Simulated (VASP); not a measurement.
Cd:

```
Cd
1.0
     2.71636    0.00000    0.00000
     0.00000    2.71636    0.00000
     0.00000    0.00000    2.72140
Cd
1
Direct
  0.00000 0.00000 0.50000
```

The cell was generated, and may not be a known phase.

- Program: VASP 6.6.1
- Task: relaxation of cell and atoms
- Functional: PBE
- Potentials or basis: VASP PAW PBE potentials, release 64 (Cd)
- Cutoff: 600 eV
- k mesh: 6 × 6 × 6
- Occupations: gaussian, width 0.1 eV
- Spin: no spin polarisation

At the start: pressure 21.4 GPa; volume 20.08 Å³/atom.

Question: How do energy, volume and symmetry change on relaxing?

Answer: Over 5 steps the energy falls by 378.2 meV/atom and the volume is 27.49 Å³/atom (+36.9 %); space group Pm-3m (No. 221, to 0.1 Å) before and after.

The path:
```csv
step,energy change (eV),largest force (eV/Å),pressure (GPa),volume (Å³)
1,0.0000,0.0000,21.39,20.08
2,-0.3705,0.0000,-1.60,28.92
3,-0.3780,0.0000,0.17,27.32
4,-0.3781,0.0000,-0.02,27.48
5,-0.3782,0.0000,-0.04,27.49
```

Final structure:
```
Cd
1.0
     3.01696    0.00000    0.00000
     0.00000    3.01696    0.00000
     0.00000    0.00000    3.01987
Cd
1
Direct
  0.00000 0.00000 0.50000
```

Caveat: the k points lie up to 0.35 Å⁻¹ apart in the final cell, too coarse for converged energies and pressures of a metal; the volume moved by over 15 % at a fixed basis, so the end points are rough.
